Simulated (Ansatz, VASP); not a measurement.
In in VASP and in Ansatz

The input POSCAR:

```
In
1.0
   -1.7501550000      1.7501550000      1.7501550000
    1.7501550000     -1.7501550000      1.7501550000
    1.7501550000      1.7501550000     -1.7501550000
In
1
Direct
    0.0000000000      0.0000000000      0.0000000000
```

The input INCAR.step1:

```
SYSTEM = In
ALGO = Normal
EDIFF = 1E-4
ENCUT = 520
GGA = PE
ISMEAR = -5
LASPH = .TRUE.
LCHARG = .FALSE.
LREAL = .FALSE.
LWAVE = .TRUE.
NBANDS = 12
NELM = 80
PREC = Accurate
SIGMA = 0.1
```

File INCAR.step2:

```
SYSTEM = In
ALGO = Normal
EDIFF = 1E-6
ENCUT = 520
ISIF = 2
ISMEAR = -5
ISTART = 1
LASPH = .TRUE.
LCHARG = .TRUE.
LELF = .TRUE.
LMIXTAU = .TRUE.
LREAL = .FALSE.
LVHAR = .TRUE.
LWAVE = .FALSE.
METAGGA = R2SCAN
NBANDS = 12
NELM = 80
PREC = Accurate
SIGMA = 0.1
```

The input KPOINTS:

```
k-points
0
G
  10 10 10
  0 0 0
```

Input for Ansatz:

```yaml
crystal:
  lattice:
    - [-1.750155, 1.750155, 1.750155]
    - [1.750155, -1.750155, 1.750155]
    - [1.750155, 1.750155, -1.750155]
  atoms:
    - { symbol: In, position: [0.0, 0.0, 0.0] }
  symmetry: { tolerance: 0.0003 }
kpoints:
  mp_grid: { grid: [10, 10, 10], shift: [0, 0, 0] }
  band_path:
    path:
      - [0.0, 0.0, 0.0]
      - [0.5, -0.5, 0.5]
      - [0.0, 0.0, 0.5]
      - [0.0, 0.0, 0.0]
      - [0.25, 0.25, 0.25]
      - [0.5, -0.5, 0.5]
      - [0.25, 0.25, 0.25]
      - [0.0, 0.0, 0.5]
    npoints: 8
magnetization:
  spin_polarized: false
scf:
  occupations: { method: tetrahedron }
  lower_state_search: "off"
  max_iter: 200
hamiltonian:
  pseudopotentials: { kind: paw }
  xc: r2scan
basis:
  ecutwfc: 500
  fft_grid_basis: typed
output:
  forces: true
  stress: true
  eigenvalues: true
  bader: true
  populations: true
  elf: true
  write_potential: true
  volumetric_format: npy
  dos:
    e_range: [-12, 8]
    de: 0.05
    projected: { site_lists: { In: [In] } }
checkpoint:
  read: saved_state
```

Alike in both runs: task single point; functional r2SCAN; k mesh 10 × 10 × 10; occupations tetrahedron; no spin polarisation.

|  | VASP | Ansatz |
| --- | --- | --- |
| version | VASP 6.6.1 | Ansatz 0.2.0 |
| potentials or method | VASP PAW PBE potentials, release 64 (In_d), cutoff 520 eV | PAW plane waves |
| valence electrons in the cell | 13 | 13 |

```tsv
	VASP	Ansatz	Ansatz less VASP
pressure (GPa)	16.1	15.9	-0.23
```

VASP's potentials were made for PBE, not for r2SCAN. The functional is the same, so the differences come from potentials, cutoffs and numerics. Ansatz's warnings: band table not solved further, product built on unsolved table, tetrahedron derivatives may miss energy slope.
